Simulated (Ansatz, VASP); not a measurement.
**SiNi: VASP beside Ansatz**

```
CELL_PARAMETERS angstrom
0.00000 2.32138 2.32138
2.32138 0.00000 2.32138
2.32138 2.32138 0.00000
ATOMIC_POSITIONS crystal
Ni 0.00000 0.00000 0.00000
Si 0.50000 0.50000 0.50000
```

Alike in both runs: task single point; functional LDA; k mesh 16 × 16 × 16; occupations fermi-dirac, width 0.08 eV; no spin polarisation.

|  | VASP | Ansatz |
| --- | --- | --- |
| version | VASP 6.6.1 | Ansatz 0.2.0 |
| potentials or method | VASP PAW LDA potentials, release 64 (Ni, Si), cutoff 520 eV | all-electron LAPW, scalar-relativistic |

|  | VASP | Ansatz | Ansatz less VASP |
| --- | --- | --- | --- |
| pressure (GPa) | 0.3 | 0.0 | -0.34 |

LDA's correlation is that of Perdew and Zunger in VASP and of Perdew and Wang (1992) in Ansatz. Ansatz ran all-electron here, and VASP with PAW potentials.
